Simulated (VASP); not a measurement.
Write the native input for VASP 6.6.1 that does the following.

```yaml
Task: single point
Functional: LDA
Potentials_or_basis: VASP PAW LDA potentials, release 64 (Cd)
Cutoff: 520 eV
k_mesh: 18 × 18 × 8
Occupations: gaussian, width 0.1 eV
Spin: no spin polarisation
Dipole_correction: no
Further_INCAR_settings: ALGO = Fast; EDIFF = 1e-06; NBANDS = 19
```

The structure of Cd lies in POSCAR:

```
Cd
1.0
    2.8955146210      0.0000000000      0.0000000000
   -1.4477573105      2.5075892188      0.0000000000
    0.0000000000      0.0000000000      5.5393408156
Cd
2
Direct
    0.3333333333      0.6666666667      0.2500000000
    0.6666666667      0.3333333333      0.7500000000
```

These files were run (other wordings do the same):

INCAR

```
SYSTEM = Cd
ALGO = Fast
EDIFF = 1E-6
ENCUT = 520
ISIF = 2
ISMEAR = 0
LASPH = .TRUE.
LCHARG = .FALSE.
LREAL = .FALSE.
LWAVE = .FALSE.
NBANDS = 19
NELM = 60
PREC = Accurate
SIGMA = 0.1
```

KPOINTS

```
k-points
0
G
  18 18 8
  0 0 0
```

Potentials or basis: VASP PAW LDA potentials, release 64 (Cd).

Launch:

```console
$ cat potpaw_LDA.64/Cd/POTCAR > POTCAR
$ mpirun -np 1 vasp_std > vasp.out
```

Results of the run:

```yaml
Pressure: 0.7 GPa
Band_gap_on_the_k_mesh: zero (band 12 reaches 4.95 eV, above the bottom of band 13 at 0.10 eV)
```

It took 2.3 min on 1 thread of Intel Xeon 8259CL, on a shared host, peak memory 0.23 GiB.
